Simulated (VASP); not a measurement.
Here is a VASP 6.6.1 calculation.

INCAR

```
SYSTEM = V
  PREC = Accurate
  ENCUT = 600
  EDIFF = 1E-6
  ISMEAR = -1
  SIGMA = 0.05
  LREAL = .FALSE.
  LASPH = .TRUE.
  NELM = 150
  ALGO = Normal
  ISIF = 3
  LWAVE = .FALSE.
  LCHARG = .FALSE.
  ISPIN = 2
  MAGMOM = 2
  LORBIT = 11
  LMAXMIX = 4
  GGA = B5
  ALDAX = 1.0
  AGGAX = 1.0
  AGGAC = 1.0
  ALDAC = 0.0
  IBRION = 2
  NSW = 80
  EDIFFG = -0.005
```

File KPOINTS:

```
Automatic mesh
0
G
  9 9 9
  0 0 0
```

Contents of POSCAR:

```
V
1.0
   -1.5143500000      1.5143500000      1.5143500000
    1.5143500000     -1.5143500000      1.5143500000
    1.5143500000      1.5143500000     -1.5143500000
V
1
Direct
    0.0000000000      0.0000000000      0.0000000000
```

Potentials or basis: VASP PAW PBE potentials, release 64 (V_sv).

Run with:

```sh
$ cat potpaw_PBE.64/V_sv/POTCAR > POTCAR
$ mpirun -np 1 vasp_std > vasp.out
```

Q: Predict the relaxed volume.

A: 13.80 Å³/atom.

Q: What does it give for the relaxed cell?

A: a = 2.617 Å, b = 2.617 Å, c = 2.617 Å, α = 109.47°, β = 109.47°, γ = 109.47°.

Q: Estimate the space group after relaxing (to 0.05 Å).

A: Im-3m (No. 229).

Q: What does it give for the net moment?

A: 0.00 μB per cell.

The path:
```
step  energy change (eV)  largest force (eV/Å)  pressure (GPa)  volume (Å³)
   1              0.0000                0.0000           -1.09        13.89
   2              0.0000                0.0000            1.16        13.70
   3             -0.0003                0.0000           -0.03        13.80
```

Caveat: the PAW data sets were made with another functional, which shifts forces and pressure a little.
